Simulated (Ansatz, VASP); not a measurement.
**One calculation of Pt, two programs**

```
Pt
1.0
     0.00000    1.95986    1.95986
     1.95986    0.00000    1.95986
     1.95986    1.95986    0.00000
Pt
1
Direct
  0.00000 0.00000 0.00000
```

Alike in both runs: functional PBEsol; k mesh 19 × 19 × 19; occupations fermi-dirac, width 0.1 eV; no spin polarisation.

Ansatz relaxed the structure, and its values are those at the end. VASP's run is a single point on that final structure, the one shown.

|  | VASP | Ansatz |
| --- | --- | --- |
| version | VASP 6.6.1 | Ansatz 0.2.0 |
| potentials or method | VASP PAW PBE potentials, release 64 (Pt) | PAW with Ansatz's default frozen-core files, scalar-relativistic |
| plane-wave cutoff (eV) | 520 | 420 |
| valence electrons in the cell | 10 | 18 |

Ansatz gave:

- pressure (GPa): 0.0

Q: Which values does VASP return?

A: Pressure (GPa): -0.4.

VASP's potentials were made for PBE, not for PBEsol. VASP's potentials hold 10 valence electrons a cell and Ansatz's 18, so a difference there can come from the potentials and not from the codes.

Neither program's run includes spin-orbit coupling.
